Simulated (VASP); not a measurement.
Ti, 1 atom in the cell. Symmetry: I4/mmm, No. 139, tetragonal system. The conventional cell has a = 2.943 Å, b = 2.943 Å, c = 3.857 Å, α = 90.00°, β = 90.00°, γ = 90.00°. Ti (site symmetry 4/mmm) has 12 Ti at 2.84 to 2.94 Å within 3.7 Å.  This cell differs from its parent crystal: strain +0.025 along x and y, -0.050 along z.

```yaml
Program: VASP 6.6.1
Task: single point
Functional: PBEsol
Potentials_or_basis: VASP PAW PBE potentials, release 64 (Ti_sv)
Cutoff: 520 eV
k_mesh: 20 × 20 × 20
Occupations: gaussian, width 0.15 eV
Spin: no spin polarisation
Dipole_correction: no
Further_INCAR_settings: ALGO = Normal; EDIFF = 1e-07; NBANDS = 12
```

Potentials or basis: VASP PAW PBE potentials, release 64 (Ti_sv).

Run with:

```bash
$ cat potpaw_PBE.64/Ti_sv/POTCAR > POTCAR
$ mpirun -np 1 vasp_std > vasp.out
```

Hardware: 1 thread of Intel(R) Xeon(R) Platinum 8259CL CPU @ 2.50GHz (Skylake/Cascade Lake), with other jobs on the host.

Task: How long does it take, and how much memory?

Result: It took 100 s on 1 thread of Intel(R) Xeon(R) Platinum 8259CL CPU @ 2.50GHz (Skylake/Cascade Lake), on a shared host, peak memory 0.24 GiB. Counts: scf iterations 14, k points 641.
